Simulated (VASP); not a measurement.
A run of VASP 6.6.1:

INCAR

```
SYSTEM = Cu64H
  PREC = Accurate
  ENCUT = 520
  EDIFF = 1E-7
  ISMEAR = 1
  SIGMA = 0.1
  LREAL = Auto
  LASPH = .TRUE.
  NELM = 100
  ALGO = Normal
  ISIF = 2
  LWAVE = .FALSE.
  LCHARG = .FALSE.
  GGA = PE
  NBANDS = 390
  LUSENCCL = .FALSE.
```

The input KPOINTS:

```
regular mesh
0
G
  2 2 2
  0 0 0
```

The input POSCAR:

```
Cu64H
1.0
    0.0000000000      7.2607001300      7.2607001300
    7.2607001300      0.0000000000      7.2607001300
    7.2607001300      7.2607001300      0.0000000000
Cu H
64 1
Direct
    0.0001206597     -0.0000990617     -0.0001584619
    0.0001711360     -0.0000433866      0.2502040962
    0.0000979825     -0.0000558617      0.4999148538
    0.0000358534     -0.0000366491      0.7502236739
   -0.0027964893      0.2472987046      0.0027610409
   -0.0005781294      0.2496005883      0.2516387809
    0.0001367007      0.2501502575      0.4998717794
   -0.0006126314      0.2494853695      0.7494232852
   -0.0027580800      0.5027918192      0.0026681594
    0.0000726280      0.4998985923      0.2502366168
    0.0001470987      0.4999242779      0.4998312301
   -0.0027282629      0.5027276691      0.7472486053
    0.0001698362      0.7501613517     -0.0001034434
   -0.0000367805      0.7501099136      0.2500398337
    0.0001165770      0.7502703994      0.4999362510
   -0.0006573373      0.7517842450      0.7495155864
    0.2505042381     -0.0016776621      0.0006673962
    0.2497000823      0.0000229970      0.2501819866
    0.2499574194      0.0001911122      0.5000649713
    0.2497677035     -0.0000997396      0.7503124450
    0.2527362156      0.2473310049      0.0026281422
    0.2497944870      0.2503500384      0.2500870043
    0.2497244028      0.2502795863      0.4999803198
    0.2526642310      0.2474023357      0.7473684122
    0.2504393136      0.5006382492      0.0006208623
    0.2498155191      0.4999341257      0.2501931383
    0.2505505561      0.5007675401      0.4981978462
    0.2527535832      0.5028178825      0.7471643140
    0.2498155226      0.7501847106     -0.0000287927
    0.2497867557      0.7501951420      0.2502131059
    0.2497538434      0.7503560891      0.4998988143
    0.2496799980      0.7502712723      0.7502695667
    0.5001137960     -0.0000136431     -0.0001837288
    0.4996380704      0.0003485387      0.2498276210
    0.4997739056      0.0003650550      0.5003324768
    0.5000410540     -0.0000255359      0.7502421783
    0.5001044256      0.2502979331     -0.0001773183
    0.4998876882      0.2501383328      0.2500813749
    0.5000636238      0.2503748218      0.4998800615
    0.5018282752      0.2494944978      0.7493458161
    0.5000034885      0.4999378277     -0.0000254503
    0.5001992084      0.5000037394      0.2500629245
    0.5001353702      0.4999545369      0.4998084310
    0.5000145904      0.4999128959      0.7502817027
    0.5001364117      0.7502670779     -0.0001438884
    0.4998423695      0.7501321227      0.2500410909
    0.4996886778      0.7498346811      0.5003344351
    0.4999122715      0.7500368434      0.7501100075
    0.7499312187     -0.0000102638      0.0000752648
    0.7502198807      0.0004025120      0.2497936899
    0.7499673383      0.0001673858      0.5001176059
    0.7498380976     -0.0000948915      0.7501725100
    0.7497842159      0.2502286425     -0.0001769886
    0.7497921844      0.2502507706      0.2502070404
    0.7499071312      0.2503210070      0.4997885328
    0.7497995426      0.2501728755      0.7502219112
    0.7482778727      0.5005689444      0.0005652092
    0.7498205538      0.4999669995      0.2501216669
    0.7499175311      0.5000164128      0.5001684420
    0.7497646890      0.4998607163      0.7502787728
    0.7497661552      0.7501770218     -0.0000808730
    0.7501545847      0.7498193577      0.2498723486
    0.7502470181      0.7498393335      0.5003407550
    0.7497986861      0.7501952183      0.7502642802
    0.1250070083      0.3754282392      0.8747240080
```

Potentials or basis: VASP PAW PBE potentials, release 64 (Cu, H).

Run with:

```sh
$ cat potpaw_PBE.64/Cu/POTCAR potpaw_PBE.64/H/POTCAR > POTCAR
$ mpirun -np 1 vasp_std > vasp.out
```

Hardware: 1 × NVIDIA H100 80GB with 1 thread of AMD EPYC 7R13 Processor (Zen 3), on a shared host.

Estimate the wall time of this run.

Run time: 6.7 min on 1 × NVIDIA H100 80GB with 1 thread of AMD EPYC 7R13 Processor (Zen 3) (shared host), peak memory 2.8 GiB. Counts: scf iterations 24, k points 8.
